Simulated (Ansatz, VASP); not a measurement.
# BeTe in VASP and in Ansatz

INCAR

```
SYSTEM = BeTe
PREC = Accurate
ENCUT = 600
EDIFF = 1E-6
ISMEAR = 0
SIGMA = 0.01
LREAL = .False.
LASPH = .True.
NELM = 120
ALGO = Normal
ISIF = 2
LWAVE = .False.
LCHARG = .True.
GGA = RE
LELF = .True.
LVHAR = .True.
NBANDS = 11
GGA_COMPAT = .False.
```

KPOINTS

```
Automatic mesh
0
Gamma
  4 4 4
  0 0 0
```

The input POSCAR:

```
BeTe
1.0
    0.0000000000      2.7700000000      2.7700000000
    2.7700000000      0.0000000000      2.7700000000
    2.7700000000      2.7700000000      0.0000000000
Be Te
1 1
Direct
    0.0000000000      0.0000000000      0.0000000000
    0.2500000000      0.2500000000      0.2500000000
```

Input for Ansatz:

```yaml
crystal:
  lattice:
    - [0.0, 2.77, 2.77]
    - [2.77, 0.0, 2.77]
    - [2.77, 2.77, 0.0]
  atoms:
    - { symbol: Be, position: [0.0, 0.0, 0.0] }
    - { symbol: Te, position: [0.25, 0.25, 0.25] }
kpoints:
  mp_grid:
    grid: [4, 4, 4]
hamiltonian:
  xc: revpbe
  pseudopotentials:
    kind: nc
scf:
  max_iter: 60
  convergence:
    dr2_threshold: 1.0e-06
  mixing:
    algorithm: broyden
    preconditioner: kerker_dos
  occupations:
    method: fixed
output:
  eigenvalues: true
```

Alike in both runs: task single point; functional revPBE; k mesh 4 × 4 × 4; no spin polarisation.

|  | VASP | Ansatz |
| --- | --- | --- |
| version | VASP 6.6.1 | Ansatz 0.2.0 |
| potentials or method | VASP PAW PBE potentials, release 64 (Be, Te) | plane waves, norm-conserving potentials |
| plane-wave cutoff (eV) | 600 | 1800 |
| occupations | gaussian, width 0.01 eV | fixed |
| valence electrons in the cell | 8 | 20 |

```csv
,VASP,Ansatz,Ansatz less VASP
gap on the k mesh at the Fermi level (eV),1.90,1.92,+0.013
```

VASP's potentials were made for PBE, not for revPBE. VASP's potentials hold 8 valence electrons a cell and Ansatz's 20, so a difference there can come from the potentials and not from the codes.

The k mesh is coarse, so the values compare programs but aren't converged. Neither program's run includes spin-orbit coupling.
